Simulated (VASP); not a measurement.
# SnSe (F-43m) in VASP: a series of runs, part 2 of 2

VASP 6.6.1. The steps go on from the part before.

### 3 Single point, PBE0

This run uses another cell than the first one, of 38.22 Å³/atom.

File POSCAR:

```
SnSe
1.0
    0.0000000000      3.3685360444      3.3685360444
    3.3685360444      0.0000000000      3.3685360444
    3.3685360444      3.3685360444      0.0000000000
Sn Se
1 1
Direct
    0.0000000000      0.0000000000      0.0000000000
    0.7500000000      0.7500000000      0.7500000000
```

File INCAR.step1:

```
SYSTEM = SnSe
  ALGO = Normal
  EDIFF = 1E-5
  ENCUT = 520
  GGA = PE
  ISIF = 2
  ISMEAR = -1
  LASPH = .True.
  LCHARG = .False.
  LREAL = .False.
  LWAVE = .True.
  NBANDS = 17
  NELM = 60
  PREC = Accurate
  SIGMA = 0.05
```

File INCAR.step2:

```
SYSTEM = SnSe
  AEXX = 0.25
  ALGO = Normal
  EDIFF = 1E-6
  ENCUT = 520
  GGA = PE
  ISIF = 2
  ISMEAR = -1
  ISTART = 1
  LASPH = .True.
  LCHARG = .False.
  LHFCALC = .True.
  LREAL = .False.
  LWAVE = .False.
  NBANDS = 17
  NELM = 60
  PREC = Accurate
  PRECFOCK = Normal
  SIGMA = 0.05
```

File KPOINTS:

```
k-points
0
Gamma
  4 4 4
  0 0 0
```

Potentials or basis: VASP PAW PBE potentials, release 64 (Sn_d, Se).

Started as:

```sh
$ cat potpaw_PBE.64/Sn_d/POTCAR potpaw_PBE.64/Se/POTCAR > POTCAR
$ cp INCAR.step1 INCAR
$ mpirun -np 1 vasp_std > vasp.out
$ cp INCAR.step2 INCAR
$ mpirun -np 1 vasp_std > vasp.out
```

OUTCAR:

```text
SYSTEM = SnSe
   AEXX = 0.25
   EDIFF = 1E-6
   ENCUT = 520
   GGA = PE
   ISIF = 2
   ISMEAR = -1
   ISTART = 1
   LASPH = .True.
   LHFCALC = .True.
   LREAL = .False.
   NELM = 60
   PREC = Accurate
   PRECFOCK = Normal

 ion  position               nearest neighbor table
   1  0.000  0.000  0.000-   2 2.92   2 2.92   2 2.92   2 2.92
   2  0.750  0.750  0.750-   1 2.92   1 2.92   1 2.92   1 2.92

  LATTYP: Found a face centered cubic cell.
 ALAT       =     6.7370720888

  Lattice vectors:

 A1 = (   0.0000000000,   3.3685360444,   3.3685360444)
 A2 = (   3.3685360444,   0.0000000000,   3.3685360444)
 A3 = (   3.3685360444,   3.3685360444,   0.0000000000)

Analysis of symmetry for initial positions (statically):
=====================================================================
 Subroutine PRICEL returns:
 Original cell was already a primitive cell.

 Routine SETGRP: Setting up the symmetry group for a
 face centered cubic supercell.

 Subroutine GETGRP returns: Found 24 space group operations
 (whereof 24 operations were pure point group operations)
 out of a pool of 48 trial point group operations.

The static configuration has the point symmetry T_d .

Analysis of symmetry for dynamics (positions and initial velocities):
=====================================================================
 Subroutine PRICEL returns:
 Original cell was already a primitive cell.

 Routine SETGRP: Setting up the symmetry group for a
 face centered cubic supercell.

 Subroutine GETGRP returns: Found 24 space group operations
 (whereof 24 operations were pure point group operations)
 out of a pool of 48 trial point group operations.

The dynamic configuration has the point symmetry T_d .

 Subroutine INISYM returns: Found 24 space group operations
 (whereof 24 operations are pure point group operations),
 and found     1 'primitive' translations
[... 100 lines left out ...]
  Fermi-wavevector in a.u.,A,eV,Ry     =   1.047049  1.978636 14.916222  1.096311
  Thomas-Fermi vector in A             =   2.181913
   LORBIT       =      0    0 simple, 1 ext, 2 COOP (PROOUT), +10 PAW based schemes
   GGA     = PE    functional components
   LHFCALC =     T    Hartree Fock is set to
   PRECFOCK=normal    Normal, Fast or Accurate (Low or Medium for compatibility)
   ENCUT4O =  -1.0   cutoff for four orbital integrals eV
   NKREDX  =     1    reduce k-point grid by
   NKREDY  =     1    reduce k-point grid by
   NKREDZ  =     1    reduce k-point grid by
   AEXX    =    0.2500 exact exchange contribution
   HFSCREEN=    0.0000 screening length (either q_TF or 0.3 A-1)
   HFSCREENC=   0.0000 screening length for correlation (either q_TF or 0.3 A-1)
   ENCUTFOCK=  -1.0 apply spherical cutoff to Coloumb kernel
   IVDW    =     0    specifies the selected vdW correction
   LEPSILON=     F    determine dielectric tensor
   LRPA    =     F    only Hartree local field effects (RPA)
 non-spin polarized calculation
  energy-cutoff  :      520.00
  volume of cell :       76.45
 maximum number of plane-waves:      2085
  NGX = 28; NGY = 28; NGZ = 28

 number of electron      20.0000008 magnetization

 Free energy of the ion-electron system (eV)
  ---------------------------------------------------
  ext. energy  EPLUGINS =         0.00000000
  ---------------------------------------------------
  free energy    TOTEN  =       -10.23168482 eV

  energy without entropy =      -10.23167609  energy(sigma->0) =      -10.23168046

 E-fermi :   2.9595     XC(G=0):  -6.2014

 val. band max:        2.4573727794   @ k =  -0.2500   0.5000   0.2500
 cond. band min:       3.4269025680   @ k =   0.5000   0.5000   0.0000
 fundamental gap:      0.9695297886
 Fermi energy:         2.9594642051

 k-point     1 :       0.0000    0.0000    0.0000
  band No.  band energies     occupation
      1     -21.7184      2.00000
      2     -21.7184      2.00000
      3     -21.7184      2.00000
      4     -21.7020      2.00000
      5     -21.7020      2.00000
      6     -12.3451      2.00000
[... 137 lines left out ...]
      4     -21.7032      2.00000
      5     -21.7011      2.00000
      6     -11.6308      2.00000
[... 9 lines left out ...]
     16      12.5585      0.00000
     17      12.8597      0.00000

------------------------ aborting loop because EDIFF is reached ----------------------------------------

  FORCE on cell =-STRESS in cart. coord.  units (eV):
  Direction    XX          YY          ZZ          XY          YZ          ZX
  --------------------------------------------------------------------------------------
  -------------------------------------------------------------------------------------
  Total       -0.0677912     -0.0677912     -0.0677912      0.0000000     -0.0000000      0.0000000
  in kB       -1.4207921     -1.4207921     -1.4207921      0.0000000     -0.0000000      0.0000000
  external PRESSURE =      -1.4207921 kB  Pullay stress =       0.0000000 kB

 VOLUME and BASIS-vectors are now :
 -----------------------------------------------------------------------------
  energy-cutoff  :      520.00
  volume of cell :       76.45
      direct lattice vectors                 reciprocal lattice vectors
     0.000000000  3.368536044  3.368536044    -0.148432433  0.148432433  0.148432433
     3.368536044  0.000000000  3.368536044     0.148432433 -0.148432433  0.148432433
     3.368536044  3.368536044  0.000000000     0.148432433  0.148432433 -0.148432433

 POSITION                                       TOTAL-FORCE (eV/Angst)
 -----------------------------------------------------------------------------------
      0.00000      0.00000      0.00000        -0.000000     -0.000000      0.000000
      5.05280      5.05280      5.05280         0.000000      0.000000      0.000000
 -----------------------------------------------------------------------------------
    total drift:                               -0.000001      0.000002      0.000002

  FREE ENERGIE OF THE ION-ELECTRON SYSTEM (eV)
  ---------------------------------------------------
  free  energy   TOTEN  =       -10.2316848208 eV

  energy  without entropy=      -10.2316760893  energy(sigma->0) =      -10.23168046
```

Run time: 33 min. Hardware: 1 thread of Intel Xeon 8259CL, shared host; peak memory 0.23 GiB.

What came out:

```
Free energy            : -10.2317 eV
Pressure               : -0.1 GPa
Band gap on the k mesh : 0.97 eV (least direct gap 1.72 eV)
```

Caveat: the PAW data sets were made with another functional, which shifts forces and pressure a little; spin-orbit coupling is left out, which moves the levels of the heavy elements.
